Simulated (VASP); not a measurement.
W:

```
W
1.0
     5.08300    0.00000    0.00000
     0.00000    5.08300    0.00000
     0.00000    0.00000    5.08300
W
8
Cartesian
  0.0000 0.0000 0.0000
  2.5415 2.5415 2.5415
  0.0000 2.5415 1.2708
  0.0000 2.5415 3.8123
  1.2708 0.0000 2.5415
  3.8123 0.0000 2.5415
  2.5415 3.8123 0.0000
  2.5415 1.2708 0.0000
```

| Quantity | Value |
| --- | --- |
| Program | VASP 6.6.1 |
| Task | relaxation of cell and atoms |
| Functional | r2SCAN |
| Potentials or basis | VASP PAW PBE potentials, release 64 (W_sv) |
| Cutoff | 600 eV |
| k mesh | 5 × 5 × 5 |
| Occupations | methfessel-paxton, width 0.1 eV |
| Spin | no spin polarisation |

At the start: pressure -4.5 GPa; volume 16.42 Å³/atom.

Q: How do energy, volume and symmetry change on relaxing?

A: Over 3 steps the energy falls by 3.4 meV/atom and the volume is 16.18 Å³/atom (-1.4 %); space group Pm-3n (No. 223, to 0.05 Å).

Step by step:
| step | energy change (eV) | largest force (eV/Å) | pressure (GPa) | volume (Å³) |
| --- | --- | --- | --- | --- |
| 1 | 0.0000 | 0.0000 | -4.47 | 131.33 |
| 2 | 0.3390 | 0.0000 | 18.57 | 122.81 |
| 3 | -0.0269 | 0.0000 | -0.10 | 129.47 |

Final structure:
```
W
1.0
     5.05890    0.00000    0.00000
     0.00000    5.05890    0.00000
     0.00000    0.00000    5.05890
W
8
Direct
  0.00000 0.00000 0.00000
  0.50000 0.50000 0.50000
  0.00000 0.50000 0.25000
  0.00000 0.50000 0.75000
  0.25000 0.00000 0.50000
  0.75000 0.00000 0.50000
  0.50000 0.75000 0.00000
  0.50000 0.25000 0.00000
```

Caveat: the PAW data sets were made with another functional, which shifts forces and pressure a little.
